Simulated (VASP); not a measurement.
Runs of VASP 6.6.1 on TaF3. The structure is that of space group Pm-3m (No. 221), or close to it. The cells are those of the table. 

| cell | gap on the mesh (eV) | pressure (GPa) |
| --- | --- | --- |
| a = 3.933 Å, 4 atoms | none | 21.3 |
| a = 4.027 Å, 4 atoms | none | (a) |
| a = 3.801 Å, 4 atoms | none | 45.7 |
| a = 3.996 Å, 4 atoms | none | 12.9 |
| a = 3.835 Å, 4 atoms | none | 38.4 |
| a = 3.767 Å, 4 atoms | none | (b) |

Alike in all rows: task single point; level PBE; potentials or basis VASP PAW PBE potentials, release 64 (Ta_pv, F); no spin polarisation; k mesh 6 × 6 × 6; cutoff (eV) 520; smearing fermi-dirac 0.15 eV.

Question: Fill in the values left out.

Answer: (a) 9.4; (b) 54.0.

Caveats: spin-orbit coupling is left out, which moves the levels of the heavy elements.

A k mesh can miss the band edges, and the runs leave out spin-orbit coupling on Ta.

A gap of «none» marks levels without a gap at the run's occupations.
